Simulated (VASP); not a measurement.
# MgH2 (P1) in VASP: relaxation of cell and atoms with PBE

Aim: the relaxation of cell and atoms of MgH2 with PBE.

All numbers are computed with VASP 6.6.1; they aren't measurements. Logs are shortened: lines on timing, memory, paths and dates and some standing lists are left out, and cuts for length are marked.

## (1) The cell of the first run

The typed cell holds 6 atoms: a = 3.046 Å, b = 4.478 Å, c = 4.566 Å, α = 91.48°, β = 89.38°, γ = 90.49°.

## (2) Relaxation of cell and atoms, PBE

The input, INCAR:

```
PREC = Accurate ; ENCUT = 600
EDIFF = 1E-7 ; ISMEAR = 0
SIGMA = 0.1 ; LREAL = F
LASPH = T ; NELM = 80
ALGO = Normal ; ISIF = 3
LWAVE = F ; LCHARG = F
GGA = PE ; IBRION = 2
NSW = 100 ; EDIFFG = -0.015
```

The input, KPOINTS:

```
Automatic mesh
0
Gamma
  6 4 4
```

The input, POSCAR:

```
MgH2
1.0
   -0.0127200829      0.0164445809      3.0455400123
    4.4775965443     -0.0581928147     -0.0190742357
   -0.0581928147      4.5658164391      0.0246592585
Mg H
2 4
Direct
   -0.0172833669     -0.0090886852     -0.0003230940
    0.5042270322      0.5013169771      0.5404207583
    0.0140031661      0.3124928236      0.2761054707
    0.0450861421      0.7099040352      0.7148794847
    0.4548423937      0.7913963820      0.1582654770
    0.4991246328      0.1939784674      0.8106519034
```

Potentials or basis: VASP PAW PBE potentials, release 64 (Mg, H).

The run is started by

```sh
$ cat potpaw_PBE.64/Mg/POTCAR potpaw_PBE.64/H/POTCAR > POTCAR
$ mpirun -np 1 vasp_std > vasp.out
```

OUTCAR:

```text
PREC = Accurate
   ENCUT = 600
   EDIFF = 1E-7
   ISMEAR = 0
   LREAL = F
   LASPH = T
   NELM = 80
   ISIF = 3
   GGA = PE
   IBRION = 2
   NSW = 100
   EDIFFG = -0.015

 ion  position               nearest neighbor table
   1  0.983  0.991  1.000-   4 1.80   5 1.86   3 1.89   6 1.96   5 1.97   6 2.01   2 3.33   2 3.39
                             2 3.48   2 3.50   2 3.62   2 3.63
   2  0.504  0.501  0.540-   4 1.85   6 1.87   4 2.05   3 2.09   3 2.12   5 2.21   1 3.33   1 3.39
                             1 3.48   1 3.50   1 3.62   1 3.63
   3  0.014  0.312  0.276-   1 1.89   2 2.09   2 2.12
   4  0.045  0.710  0.715-   1 1.80   2 1.85   2 2.05
   5  0.455  0.791  0.158-   1 1.86   1 1.97   2 2.21
   6  0.499  0.194  0.811-   2 1.87   1 1.96   1 2.01

  LATTYP: Found a triclinic cell.
 ALAT       =     5.3941041728
 B/A-ratio  =     1.1702911314
 C/A-ratio  =     0.5646184935
 COS(alpha) =     0.0018163067
 COS(beta)  =     0.5575573002
 COS(gamma) =     0.5744526603

  Lattice vectors:

 A1 = (   4.4648764614,  -0.0417482338,   3.0264657766)
 A2 = (   4.4194037296,   4.5076236244,   0.0055850228)
 A3 = (  -0.0127200829,   0.0164445809,   3.0455400123)

Analysis of symmetry for initial positions (statically):
=====================================================================
 Subroutine PRICEL returns:
 Original cell was already a primitive cell.

 Routine SETGRP: Setting up the symmetry group for a
 triclinic supercell.

 Subroutine GETGRP returns: Found  1 space group operations
 (whereof  1 operations were pure point group operations)
 out of a pool of  2 trial point group operations.

The static configuration has the point symmetry C_1 .

Analysis of symmetry for dynamics (positions and initial velocities):
=====================================================================
 Subroutine PRICEL returns:
 Original cell was already a primitive cell.

 Routine SETGRP: Setting up the symmetry group for a
 triclinic supercell.

 Subroutine GETGRP returns: Found  1 space group operations
 (whereof  1 operations were pure point group operations)
 out of a pool of  2 trial point group operations.

The dynamic configuration has the point symmetry C_1 .

 Subroutine INISYM returns: Found  1 space group operations
 (whereof  1 operations are pure point group operations),
 and found     1 'primitive' translations

----------------------------------------------------------------------------------------

                                     Primitive cell

  volume of cell :      62.2495

  direct lattice vectors                    reciprocal lattice vectors
    -0.012720083  0.016444581  3.045540012     0.001375987 -0.001755906  0.328364222
     4.477596544 -0.058192815 -0.019074236     0.223374946  0.002842030  0.000917608
    -0.058192815  4.565816439  0.024659258     0.002842030  0.219061426 -0.001170966

  length of vectors
     3.045610972  4.478015302  4.566253852     0.328371800  0.223394910  0.219082991

  position of ions in fractional coordinates (direct lattice)
     0.982716633  0.990911315  0.999676906
     0.504227032  0.501316977  0.540420758
     0.014003166  0.312492824  0.276105471
     0.045086142  0.709904035  0.714879485
     0.454842394  0.791396382  0.158265477
     0.499124633  0.193978467  0.810651903

  ion indices of the primitive-cell ions
   primitive index   ion index
                 1           1
                 2           2
                 3           3
                 4           4
                 5           5
                 6           6

----------------------------------------------------------------------------------------

 KPOINTS: Automatic mesh

Automatic generation of k-mesh.
 Grid dimensions read from file:
 generate k-points for:    6    4    4

 Generating k-lattice:

  Cartesian coordinates                     Fractional coordinates (reciprocal lattice)
     0.000229331 -0.000292651  0.054727370     0.166666667  0.000000000 -0.000000000
     0.055843737  0.000710508  0.000229402     0.000000000  0.250000000  0.000000000
     0.000710508  0.054765357 -0.000292741     0.000000000  0.000000000  0.250000000

  Length of vectors
     0.054728633  0.055848728  0.054770748

  Shift w.r.t. Gamma in fractional coordinates (k-lattice)
     0.000000000  0.000000000  0.000000000

 Subroutine IBZKPT returns following result:
 ===========================================

 Found     52 irreducible k-points:

 Following reciprocal coordinates:
            Coordinates               Weight
  0.000000  0.000000  0.000000      1.000000
  0.166667 -0.000000  0.000000      2.000000
  0.333333 -0.000000  0.000000      2.000000
  0.500000 -0.000000  0.000000      1.000000
  0.000000  0.250000 -0.000000      2.000000
  0.166667  0.250000  0.000000      2.000000
[... 16 lines left out ...]
  0.333333  0.250000  0.250000      2.000000
  0.500000  0.250000  0.250000      2.000000
 [... further k-points ...]
   k-points           NKPTS =     52   k-points in BZ     NKDIM =     52   number of bands    NBANDS=      8
   number of dos      NEDOS =    301   number of ions     NIONS =      6
   total plane-waves  NPLWV =  31104
   dimension x,y,z NGX =    24 NGY =   36 NGZ =   36
   dimension x,y,z NGXF=    48 NGYF=   72 NGZF=   72
   ions per type =               2   4
   NGX,Y,Z   is equivalent  to a cutoff of  13.10, 13.36, 13.11 a.u.
   NGXF,Y,Z  is equivalent  to a cutoff of  26.20, 26.73, 26.21 a.u.
 SYSTEM =  unknown system
   PREC   = accura    normal or accurate (medium, high low for compatibility)
   ISTART =      0    job   : 0-new  1-cont  2-samecut
   ICHARG =      2    charge: 1-file 2-atom 10-const
   ISPIN  =      1    spin polarized calculation?
   LNONCOLLINEAR =      F non collinear calculations
   LSORBIT =      F    spin-orbit coupling
   LASPH  =      T    aspherical Exc in radial PAW
   ENCUT  =  600.0 eV  44.10 Ry    6.64 a.u.   6.08  8.94  9.12*2*pi/ulx,y,z
   NELM   =     80;   NELMIN=  2; NELMDL= -5     # of ELM steps
   EDIFF  = 0.1E-06   stopping-criterion for ELM
   LREAL  =      F    real-space projection
   EDIFFG = -.1E-01   stopping-criterion for IOM
   NSW    =    100    number of steps for IOM
   IBRION =      2    ionic relax: 0-MD 1-quasi-New 2-CG
   NFREE  =      1    steps in history (QN), initial steepest desc. (CG)
   ISIF   =      3    stress and relaxation
   ISYM   =      2    0-nonsym 1-usesym 2-fastsym
   POTIM  = 0.5000    time-step for ionic-motion
   TEBEG  =    0.0;   TEEND  =   0.0 temperature during run
   PSTRESS=    0.0 pullay stress
   NELECT =       8.0000    total number of electrons
   NUPDOWN=      -1.0000    fix difference up-down
   EMIN   =  10.00;   EMAX   =-10.00  energy-range for DOS
   EFERMI =   0.00;   METHOD = LEGACY
   ISMEAR =     0;   SIGMA  =   0.10  broadening in eV -4-tet -1-fermi 0-gaus
   EFERMI_NEDOS =   21; number of points for ismear=-14 and -15
   IALGO  =     38    algorithm
   IMIX   =      4    mixing-type and parameters
     AMIX     =   0.40;   BMIX     =  1.00
     AMIX_MAG =   1.60;   BMIX_MAG =  1.00
  volume/ion in A,a.u.               =      10.37        70.01
  Fermi-wavevector in a.u.,A,eV,Ry     =   0.826151  1.561200  9.286331  0.682526
  Thomas-Fermi vector in A             =   1.938134
   LORBIT       =      0    0 simple, 1 ext, 2 COOP (PROOUT), +10 PAW based schemes
   GGA     = PE    functional components
   LHFCALC =     F    Hartree Fock is set to
   AEXX    =    0.0000 exact exchange contribution
   IVDW    =     0    specifies the selected vdW correction
   LEPSILON=     F    determine dielectric tensor
   LRPA    =     F    only Hartree local field effects (RPA)
 conjugate gradient relaxation of ions
 non-spin polarized calculation
 Gauss-broadening in eV      SIGMA  =   0.10
  energy-cutoff  :      600.00
  volume of cell :       62.25
 maximum number of plane-waves:      2094
   NGX = 13   NGY = 17   NGZ = 19

--------------------------------------- Ionic step        1  -------------------------------------------

 number of electron       8.0000000 magnetization

 Free energy of the ion-electron system (eV)
  ---------------------------------------------------
  ext. energy  EPLUGINS =         0.00000000
  ---------------------------------------------------
  free energy    TOTEN  =       -17.35278985 eV

  energy without entropy =      -17.35278985  energy(sigma->0) =      -17.35278985

------------------------ aborting loop because EDIFF is reached ----------------------------------------

  FORCE on cell =-STRESS in cart. coord.  units (eV):
  Direction    XX          YY          ZZ          XY          YZ          ZX
  --------------------------------------------------------------------------------------
  -------------------------------------------------------------------------------------
  Total        0.6177937     -0.1527905     -0.4673932      0.5106613     -0.0405922     -0.2664748
  in kB       15.9007791     -3.9325243    -12.0297714     13.1434048     -1.0447628     -6.8585317
  external PRESSURE =      -0.0205055 kB  Pullay stress =       0.0000000 kB
[... 101 lines left out ...]
  FREE ENERGIE OF THE ION-ELECTRON SYSTEM (eV)
  ---------------------------------------------------
  free  energy   TOTEN  =       -17.5950244533 eV

  energy  without entropy=      -17.5950244533  energy(sigma->0) =      -17.59502445

[... ionic steps 4 to 10 ...]

--------------------------------------- Ionic step       11  -------------------------------------------

 number of electron       8.0000003 magnetization

------------------------ aborting loop because EDIFF is reached ----------------------------------------

  FORCE on cell =-STRESS in cart. coord.  units (eV):
  Direction    XX          YY          ZZ          XY          YZ          ZX
  --------------------------------------------------------------------------------------
  -------------------------------------------------------------------------------------
  Total       -0.0045108      0.0136651      0.0078455     -0.0002274      0.0014514     -0.0124489
  in kB       -0.1180288      0.3575598      0.2052859     -0.0059511      0.0379771     -0.3257358
  external PRESSURE =       0.1482723 kB  Pullay stress =       0.0000000 kB
[... 65 lines left out ...]
  energy  without entropy=      -17.6541948724  energy(sigma->0) =      -17.65419487

--------------------------------------- Ionic step       13  -------------------------------------------

 number of electron       8.0000003 magnetization

 Free energy of the ion-electron system (eV)
  ---------------------------------------------------
  ext. energy  EPLUGINS =         0.00000000
  ---------------------------------------------------
  free energy    TOTEN  =       -17.65434775 eV

  energy without entropy =      -17.65434775  energy(sigma->0) =      -17.65434775

 E-fermi :  -0.1849     XC(G=0):  -8.4047

 val. band max:       -0.6259847621   @ k =   0.0000  -0.0000   0.2500
 cond. band min:       3.2631561253   @ k =   0.5000   0.5000   0.5000
 fundamental gap:      3.8891408873
 Fermi energy:        -0.1848882210

 k-point     1 :       0.0000    0.0000    0.0000
  band No.  band energies     occupation
      1      -7.0318      2.00000
      2      -2.0545      2.00000
      3      -2.0541      2.00000
      4      -1.0429      2.00000
      5       4.1374      0.00000
      6       4.4247      0.00000
      7       8.5142      0.00000
      8       8.5877      0.00000
[... 243 lines left out ...]
 k-point    24 :       0.5000    0.2500    0.2500
  band No.  band energies     occupation
      1      -3.1081      2.00000
      2      -3.0269      2.00000
      3      -1.3566      2.00000
      4      -1.1462      2.00000
      5       3.5628      0.00000
      6       4.4299      0.00000
      7       5.3761      0.00000
      8       6.0332      0.00000

 [... further k-points ...]

------------------------ aborting loop because EDIFF is reached ----------------------------------------

  FORCE on cell =-STRESS in cart. coord.  units (eV):
  Direction    XX          YY          ZZ          XY          YZ          ZX
  --------------------------------------------------------------------------------------
  -------------------------------------------------------------------------------------
  Total       -0.0079943     -0.0134615     -0.0079970     -0.0005034     -0.0039260      0.0033662
  in kB       -0.2090005     -0.3519332     -0.2090714     -0.0131596     -0.1026401      0.0880056
  external PRESSURE =      -0.2566684 kB  Pullay stress =       0.0000000 kB
[... 21 lines left out ...]
  FREE ENERGIE OF THE ION-ELECTRON SYSTEM (eV)
  ---------------------------------------------------
  free  energy   TOTEN  =       -17.6543477532 eV

  energy  without entropy=      -17.6543477532  energy(sigma->0) =      -17.65434775

 reached required accuracy - stopping structural energy minimisation
```

Wall time 1.9 min (1 thread of Intel Xeon 6975P-C (Granite Rapids), shared host); peak memory 0.19 GiB.

What came out:

| Property | Result |
| --- | --- |
| Free energy | -17.6543 eV |
| Relaxed volume | 10.21 Å³/atom |
| Relaxed cell | a = 3.009 Å, b = 4.509 Å, c = 4.517 Å, α = 90.00°, β = 89.99°, γ = 90.01° |
| Space group after relaxing (to 0.05 Å) | P4_2/mnm (No. 136) |
| Energy gained by relaxing | 50.3 meV/atom |
| Ionic steps | 13 |
| Pressure after relaxing | 0.0 GPa |
| Largest force after relaxing | 0.007 eV/Å |
| Band gap on the k mesh | 3.89 eV, indirect (least direct gap 4.71 eV) |

Forces in eV/Å, atoms in the order of the input:
```
Mg   0.001 -0.002  0.001
Mg  -0.006  0.002 -0.003
H   -0.003 -0.005 -0.001
H   -0.002  0.006 -0.002
H    0.005  0.001  0.002
H    0.005 -0.002  0.004
```

Step by step:
| step | energy change (eV) | largest force (eV/Å) | pressure (GPa) | volume (Å³) |
| --- | --- | --- | --- | --- |
| 1 | 0.0000 | 0.9646 | 0.00 | 62.25 |
| 2 | -0.1380 | 0.6923 | -0.51 | 62.25 |
| 3 | -0.2422 | 0.3817 | -0.66 | 62.22 |
| 4 | -0.2424 | 0.3639 | -0.68 | 62.22 |
| 5 | -0.2639 | 0.2693 | -0.27 | 61.67 |
| 6 | -0.2815 | 0.2237 | 0.82 | 60.45 |
| 7 | -0.2947 | 0.1486 | 0.30 | 60.93 |
| 8 | -0.2974 | 0.1105 | -0.05 | 61.27 |
| 9 | -0.3007 | 0.0339 | -0.03 | 61.26 |
| 10 | -0.3009 | 0.0310 | -0.02 | 61.26 |
| 11 | -0.3012 | 0.0207 | 0.01 | 61.23 |
| 12 | -0.3014 | 0.0183 | 0.06 | 61.20 |
| 13 | -0.3016 | 0.0066 | -0.03 | 61.28 |

Final structure:
```xyz
6
Lattice="-0.0007 0.0002 3.0091 4.5086 -0.0001 0.0000 -0.0003 4.5171 0.0008" Properties=species:S:1:pos:R:3 pbc="T T T"
Mg    4.5077    0.0014    3.0079
Mg    2.2549    2.2594    1.5065
H     1.3675    1.3816    0.0012
H     3.1436    3.1347    0.0017
H     3.6186    0.8768    1.5037
H     0.8854    3.6391    1.5039
```

Levels at points of the mesh, in eV from the valence-band top:
| k point | band 1 | band 2 | band 3 | band 4 | band 5 | band 6 | band 7 | band 8 |
| --- | --- | --- | --- | --- | --- | --- | --- | --- |
| (0.00, 0.00, 0.00) | -6.41 | -1.43 | -1.43 | -0.42 | 4.76 | 5.05 | 9.14 | 9.21 |
| (0.50, 0.00, 0.00) | -2.98 | -2.97 | -0.05 | -0.05 | 6.33 | 6.35 | 6.84 | 6.84 |
| (0.00, 0.50, 0.00) | -4.80 | -4.79 | -0.49 | -0.49 | 5.34 | 5.35 | 10.10 | 10.12 |
| (0.50, 0.50, 0.00) | -2.23 | -2.23 | -1.06 | -1.05 | 5.22 | 5.22 | 6.82 | 6.82 |
| (0.00, 0.00, 0.50) | -4.80 | -4.80 | -0.48 | -0.48 | 5.37 | 5.38 | 10.08 | 10.09 |
| (0.50, 0.00, 0.50) | -2.25 | -2.24 | -1.04 | -1.03 | 5.18 | 5.18 | 6.86 | 6.87 |
| (0.00, 0.50, 0.50) | -3.73 | -3.73 | -2.70 | -2.70 | 9.07 | 9.07 | 9.21 | 9.22 |
| (0.50, 0.50, 0.50) | -1.85 | -1.85 | -0.91 | -0.91 | 3.89 | 3.89 | 4.22 | 4.22 |

A k mesh can miss the band edges. Expect the measured gap to be larger: semilocal functionals such as PBE lack the derivative discontinuity.
